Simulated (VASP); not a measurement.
# PbO2 (Fm-3m) in VASP: notebook

The runs below take PbO2 through single point, with PBEsol.

Program: VASP 6.6.1. These are calculated values, not measurements. Logs are shortened: lines on timing, memory, paths and dates and some standing lists are left out, and cuts for length are marked.

## (1) The cell of the first run

Symmetry: Fm-3m, No. 225, cubic system. Conventional cell: a = 4.141 Å, b = 4.141 Å, c = 4.141 Å, α = 90.00°, β = 90.00°, γ = 90.00°. Pb (site symmetry m-3m) has 8 O at 1.79 Å within 2.4 Å. O (site symmetry -43m) has 4 Pb at 1.79 Å and 6 O at 2.07 Å within 2.4 Å.

## (2) Single point, PBEsol (volume scaled by 0.45)

Input file INCAR:

```
SYSTEM = PbO2
PREC     = Accurate       ! precision mode
ENCUT    = 520            ! plane-wave cutoff, eV
EDIFF    = 1E-6           ! SCF threshold, eV
ISMEAR   = -1             ! smearing method
SIGMA    = 0.05           ! smearing width, eV
LREAL    = .FALSE.        ! projectors in reciprocal space
LASPH    = .TRUE.         ! aspherical terms in the spheres
NELM     = 100            ! most SCF steps
ALGO     = Normal         ! electronic algorithm
ISIF     = 2              ! what is computed and relaxed
LWAVE    = .FALSE.        ! write WAVECAR
LCHARG   = .FALSE.        ! write CHGCAR
GGA      = PS             ! functional
NBANDS   = 20             ! bands
```

Input file KPOINTS:

```
Automatic mesh
0
G
  12 12 12
  0 0 0
```

Input file POSCAR:

```
PbO2
1.0
    0.0000000000      2.0705619558      2.0705619558
    2.0705619558      0.0000000000      2.0705619558
    2.0705619558      2.0705619558      0.0000000000
Pb O
1 2
Direct
    0.0000000000      0.0000000000      0.0000000000
    0.2500000000      0.2500000000      0.2500000000
    0.7500000000      0.7500000000      0.7500000000
```

Potentials or basis: VASP PAW PBE potentials, release 64 (Pb_d, O).

On the command line:

```
$ cat potpaw_PBE.64/Pb_d/POTCAR potpaw_PBE.64/O/POTCAR > POTCAR
$ mpirun -np 1 vasp_std > vasp.out
```

OUTCAR:

```text
SYSTEM = PbO2
   PREC = Accurate
   ENCUT = 520
   EDIFF = 1E-6
   ISMEAR = -1
   LREAL = .FALSE.
   LASPH = .TRUE.
   NELM = 100
   ISIF = 2
   GGA = PS

 ion  position               nearest neighbor table
   1  0.000  0.000  0.000-   3 1.79   3 1.79   3 1.79   2 1.79   2 1.79   2 1.79   3 1.79   2 1.79

   2  0.250  0.250  0.250-   1 1.79   1 1.79   1 1.79   1 1.79
   3  0.750  0.750  0.750-   1 1.79   1 1.79   1 1.79   1 1.79

  LATTYP: Found a face centered cubic cell.
 ALAT       =     4.1411239116

  Lattice vectors:

 A1 = (   0.0000000000,   2.0705619558,   2.0705619558)
 A2 = (   2.0705619558,   0.0000000000,   2.0705619558)
 A3 = (   2.0705619558,   2.0705619558,   0.0000000000)

Analysis of symmetry for initial positions (statically):
=====================================================================
 Subroutine PRICEL returns:
 Original cell was already a primitive cell.

 Routine SETGRP: Setting up the symmetry group for a
 face centered cubic supercell.

 Subroutine GETGRP returns: Found 48 space group operations
 (whereof 48 operations were pure point group operations)
 out of a pool of 48 trial point group operations.

The static configuration has the point symmetry O_h .

Analysis of symmetry for dynamics (positions and initial velocities):
=====================================================================
 Subroutine PRICEL returns:
 Original cell was already a primitive cell.

 Routine SETGRP: Setting up the symmetry group for a
 face centered cubic supercell.

 Subroutine GETGRP returns: Found 48 space group operations
 (whereof 48 operations were pure point group operations)
 out of a pool of 48 trial point group operations.

The dynamic configuration has the point symmetry O_h .

 Subroutine INISYM returns: Found 48 space group operations
 (whereof 48 operations are pure point group operations),
 and found     1 'primitive' translations

----------------------------------------------------------------------------------------

                                     Primitive cell

  volume of cell :      17.7539

  direct lattice vectors                    reciprocal lattice vectors
     0.000000000  2.070561956  2.070561956    -0.241480338  0.241480338  0.241480338
     2.070561956  0.000000000  2.070561956     0.241480338 -0.241480338  0.241480338
     2.070561956  2.070561956  0.000000000     0.241480338  0.241480338 -0.241480338

  length of vectors
     2.928216800  2.928216800  2.928216800     0.418256214  0.418256214  0.418256214

  position of ions in fractional coordinates (direct lattice)
     0.000000000  0.000000000  0.000000000
     0.250000000  0.250000000  0.250000000
     0.750000000  0.750000000  0.750000000

  ion indices of the primitive-cell ions
   primitive index   ion index
                 1           1
                 2           2
                 3           3

----------------------------------------------------------------------------------------

 KPOINTS: Automatic mesh

Automatic generation of k-mesh.
 Grid dimensions read from file:
 generate k-points for:   12   12   12

 Generating k-lattice:

  Cartesian coordinates                     Fractional coordinates (reciprocal lattice)
    -0.020123361  0.020123361  0.020123361     0.083333333  0.000000000  0.000000000
     0.020123361 -0.020123361  0.020123361     0.000000000  0.083333333  0.000000000
     0.020123361  0.020123361 -0.020123361     0.000000000  0.000000000  0.083333333

  Length of vectors
     0.034854684  0.034854684  0.034854684

  Shift w.r.t. Gamma in fractional coordinates (k-lattice)
     0.000000000  0.000000000  0.000000000

 Subroutine IBZKPT returns following result:
 ===========================================

 Found     72 irreducible k-points:

 Following reciprocal coordinates:
            Coordinates               Weight
  0.000000  0.000000  0.000000      1.000000
  0.083333  0.000000  0.000000      8.000000
  0.166667  0.000000  0.000000      8.000000
  0.250000  0.000000  0.000000      8.000000
  0.333333  0.000000  0.000000      8.000000
  0.416667  0.000000  0.000000      8.000000
[... 16 lines left out ...]
  0.500000  0.166667  0.000000     24.000000
 -0.416667  0.166667  0.000000     24.000000
 [... further k-points ...]
   k-points           NKPTS =     72   k-points in BZ     NKDIM =     72   number of bands    NBANDS=     20
   number of dos      NEDOS =    301   number of ions     NIONS =      3
   total plane-waves  NPLWV =  13824
   dimension x,y,z NGX =    24 NGY =   24 NGZ =   24
   dimension x,y,z NGXF=    48 NGYF=   48 NGZF=   48
   ions per type =               1   2
   NGX,Y,Z   is equivalent  to a cutoff of  13.63, 13.63, 13.63 a.u.
   NGXF,Y,Z  is equivalent  to a cutoff of  27.25, 27.25, 27.25 a.u.
 SYSTEM =  PbO2
   PREC   = accura    normal or accurate (medium, high low for compatibility)
   ISTART =      0    job   : 0-new  1-cont  2-samecut
   ICHARG =      2    charge: 1-file 2-atom 10-const
   ISPIN  =      1    spin polarized calculation?
   LNONCOLLINEAR =      F non collinear calculations
   LSORBIT =      F    spin-orbit coupling
   LASPH  =      T    aspherical Exc in radial PAW
   ENCUT  =  520.0 eV  38.22 Ry    6.18 a.u.   5.44  5.44  5.44*2*pi/ulx,y,z
   NELM   =    100;   NELMIN=  2; NELMDL= -5     # of ELM steps
   EDIFF  = 0.1E-05   stopping-criterion for ELM
   LREAL  =      F    real-space projection
   EDIFFG = 0.1E-04   stopping-criterion for IOM
   NSW    =      0    number of steps for IOM
   IBRION =     -1    ionic relax: 0-MD 1-quasi-New 2-CG
   NFREE  =      0    steps in history (QN), initial steepest desc. (CG)
   ISIF   =      2    stress and relaxation
   ISYM   =      2    0-nonsym 1-usesym 2-fastsym
   POTIM  = 0.5000    time-step for ionic-motion
   TEBEG  =    0.0;   TEEND  =   0.0 temperature during run
   PSTRESS=    0.0 pullay stress
   NELECT =      26.0000    total number of electrons
   NUPDOWN=      -1.0000    fix difference up-down
   EMIN   =  10.00;   EMAX   =-10.00  energy-range for DOS
   EFERMI =   0.00;   METHOD = LEGACY
   ISMEAR =    -1;   SIGMA  =   0.05  broadening in eV -4-tet -1-fermi 0-gaus
   EFERMI_NEDOS =   21; number of points for ismear=-14 and -15
   IALGO  =     38    algorithm
   IMIX   =      4    mixing-type and parameters
     AMIX     =   0.40;   BMIX     =  1.00
     AMIX_MAG =   1.60;   BMIX_MAG =  1.00
  volume/ion in A,a.u.               =       5.92        39.94
  Fermi-wavevector in a.u.,A,eV,Ry     =   1.859093  3.513176 47.024806  3.456226
  Thomas-Fermi vector in A             =   2.907398
   LORBIT       =      0    0 simple, 1 ext, 2 COOP (PROOUT), +10 PAW based schemes
   GGA     = PS    functional components
   LHFCALC =     F    Hartree Fock is set to
   AEXX    =    0.0000 exact exchange contribution
   IVDW    =     0    specifies the selected vdW correction
   LEPSILON=     F    determine dielectric tensor
   LRPA    =     F    only Hartree local field effects (RPA)
 non-spin polarized calculation
  energy-cutoff  :      520.00
  volume of cell :       17.75
 maximum number of plane-waves:       531
 NGX is ok and might be reduce to    24
   NGX = 11   NGY = 11   NGZ = 11

 number of electron      25.9999998 magnetization

 Free energy of the ion-electron system (eV)
  ---------------------------------------------------
  ext. energy  EPLUGINS =         0.00000000
  ---------------------------------------------------
  free energy    TOTEN  =         5.20867273 eV

  energy without entropy =        5.20867273  energy(sigma->0) =        5.20867273

 E-fermi :  22.2788     XC(G=0): -16.3269

 val. band max:       21.3585737053   @ k =  -0.2500   0.5000   0.2500
 cond. band min:      25.8977067395   @ k =   0.3333   0.3333   0.0000
 fundamental gap:      4.5391330342
 Fermi energy:        22.2787572849

 k-point     1 :       0.0000    0.0000    0.0000
  band No.  band energies     occupation
      1      -8.7016      2.00000
      2       0.0428      2.00000
      3       0.0428      2.00000
      4       0.0428      2.00000
      5       2.1949      2.00000
      6       3.6944      2.00000
[... 12 lines left out ...]
     19      41.9137      0.00000
     20      41.9137      0.00000

 k-point     2 :       0.0833    0.0000    0.0000
  band No.  band energies     occupation
      1      -8.5327      2.00000
      2      -0.7314      2.00000
      3       0.1288      2.00000
      4       0.1288      2.00000
      5       3.1665      2.00000
      6       3.6568      2.00000
[... 12 lines left out ...]
     19      41.8248      0.00000
     20      41.8248      0.00000

 k-point     3 :       0.1667    0.0000    0.0000
  band No.  band energies     occupation
      1      -8.0533      2.00000
      2      -1.8396      2.00000
      3       0.3541      2.00000
      4       0.3541      2.00000
      5       3.5859      2.00000
      6       3.5859      2.00000
[... 12 lines left out ...]
     19      41.6727      0.00000
     20      42.8956      0.00000

 k-point     4 :       0.2500    0.0000    0.0000
  band No.  band energies     occupation
      1      -7.3627      2.00000
      2      -2.6860      2.00000
      3       0.6298      2.00000
      4       0.6298      2.00000
      5       3.5884      2.00000
      6       3.5884      2.00000
[... 12 lines left out ...]
     19      41.6548      0.00000
     20      45.7993      0.00000

 k-point     5 :       0.3333    0.0000    0.0000
  band No.  band energies     occupation
      1      -6.6757      2.00000
      2      -3.0930      2.00000
      3       0.8391      2.00000
      4       0.8391      2.00000
      5       3.7552      2.00000
      6       3.7552      2.00000
[... 12 lines left out ...]
     19      41.8472      0.00000
     20      46.2840      0.00000
[... 353 lines left out ...]
      6       4.0721      2.00000
[... 12 lines left out ...]
     19      41.3062      0.00000
     20      46.3028      0.00000

 k-point    22 :       0.4167    0.1667    0.0000
  band No.  band energies     occupation
      1      -5.9189      2.00000
      2      -3.6942      2.00000
      3       1.2106      2.00000
      4       1.3473      2.00000
      5       3.3135      2.00000
      6       4.1917      2.00000
[... 12 lines left out ...]
     19      40.7166      0.00000
     20      44.6304      0.00000

 k-point    23 :       0.5000    0.1667    0.0000
  band No.  band energies     occupation
      1      -5.6684      2.00000
      2      -3.5192      2.00000
      3       1.2487      2.00000
      4       1.4372      2.00000
      5       3.9923      2.00000
      6       4.1429      2.00000
[... 12 lines left out ...]
     19      41.0066      0.00000
     20      42.4312      0.00000

 k-point    24 :      -0.4167    0.1667    0.0000
  band No.  band energies     occupation
      1      -5.6560      2.00000
      2      -3.4586      2.00000
      3       1.2744      2.00000
      4       1.4659      2.00000
      5       3.8122      2.00000
      6       4.4063      2.00000
[... 12 lines left out ...]
     19      41.3982      0.00000
     20      42.6221      0.00000

 [... further k-points ...]

------------------------ aborting loop because EDIFF is reached ----------------------------------------

  FORCE on cell =-STRESS in cart. coord.  units (eV):
  Direction    XX          YY          ZZ          XY          YZ          ZX
  --------------------------------------------------------------------------------------
  -------------------------------------------------------------------------------------
  Total       77.8730459     77.8730459     77.8730459     -0.0000000      0.0000000      0.0000000
  in kB     7027.5356659   7027.5356659   7027.5356659     -0.0000000      0.0000000      0.0000000
  external PRESSURE =    7027.5356659 kB  Pullay stress =       0.0000000 kB

 VOLUME and BASIS-vectors are now :
 -----------------------------------------------------------------------------
  energy-cutoff  :      520.00
  volume of cell :       17.75
      direct lattice vectors                 reciprocal lattice vectors
     0.000000000  2.070561956  2.070561956    -0.241480338  0.241480338  0.241480338
     2.070561956  0.000000000  2.070561956     0.241480338 -0.241480338  0.241480338
     2.070561956  2.070561956  0.000000000     0.241480338  0.241480338 -0.241480338

 POSITION                                       TOTAL-FORCE (eV/Angst)
 -----------------------------------------------------------------------------------
      0.00000      0.00000      0.00000        -0.000000      0.000000      0.000000
      1.03528      1.03528      1.03528         0.000000      0.000000      0.000000
      3.10584      3.10584      3.10584        -0.000000     -0.000000     -0.000000
 -----------------------------------------------------------------------------------
    total drift:                               -0.000000      0.000000      0.000000

  FREE ENERGIE OF THE ION-ELECTRON SYSTEM (eV)
  ---------------------------------------------------
  free  energy   TOTEN  =         5.2086727295 eV

  energy  without entropy=        5.2086727296  energy(sigma->0) =        5.20867273
```

Run time: 50 s. Hardware: 1 thread of AMD EPYC 7R13 (Zen 3), shared host; peak memory 0.12 GiB.

The run converged, but its numbers aren't listed here, since they failed a check.

Caveat: the PAW data sets were made with another functional, which shifts forces and pressure a little; spin-orbit coupling is left out, which moves the levels of the heavy elements.

## (3) Single point, PBEsol (volume scaled by 0.55)

Input file INCAR:

```
SYSTEM = PbO2
ALGO = Normal
EDIFF = 1E-6
ENCUT = 520
GGA = PS
ISIF = 2
ISMEAR = -1
LASPH = .TRUE.
LCHARG = .TRUE.
LELF = .TRUE.
LREAL = .FALSE.
LVHAR = .TRUE.
LWAVE = .FALSE.
NBANDS = 20
NELM = 80
PREC = Accurate
SIGMA = 0.05
```

Input file KPOINTS:

```
k-points
0
G
  12 12 12
  0 0 0
```

Input file POSCAR:

```
PbO2
1.0
    0.0000000000      2.2137995186      2.2137995186
    2.2137995186      0.0000000000      2.2137995186
    2.2137995186      2.2137995186      0.0000000000
Pb O
1 2
Direct
    0.0000000000      0.0000000000      0.0000000000
    0.2500000000      0.2500000000      0.2500000000
    0.7500000000      0.7500000000      0.7500000000
```

Potentials or basis: VASP PAW PBE potentials, release 64 (Pb_d, O).

On the command line:

```
$ cat potpaw_PBE.64/Pb_d/POTCAR potpaw_PBE.64/O/POTCAR > POTCAR
$ mpirun -np 1 vasp_std > vasp.out
```

Run time: 34 s. Hardware: 1 thread of AMD EPYC 7R13 (Zen 3), shared host; peak memory 0.13 GiB.

The run converged. Its results:

```yaml
Free_energy: -6.9308 eV
Pressure: 330.4 GPa
Band_gap_on_the_k_mesh: 3.31 eV, indirect (least direct gap 4.75 eV)
```

Levels at points of the mesh, in eV from the valence-band top:
```csv
k point,band 11,band 12,band 13,band 14,band 15,band 16
"(0.00, 0.00, 0.00)",-2.38,-2.38,-2.38,3.31,7.88,7.88
"(0.50, 0.00, 0.00)",-6.56,-2.04,-2.04,7.57,7.91,14.60
"(0.50, 0.50, 0.00)",-1.78,-0.44,-0.44,4.31,11.04,11.37
```

Caveat: the PAW data sets were made with another functional, which shifts forces and pressure a little; spin-orbit coupling is left out, which moves the levels of the heavy elements.

[end of part 1 of 2]
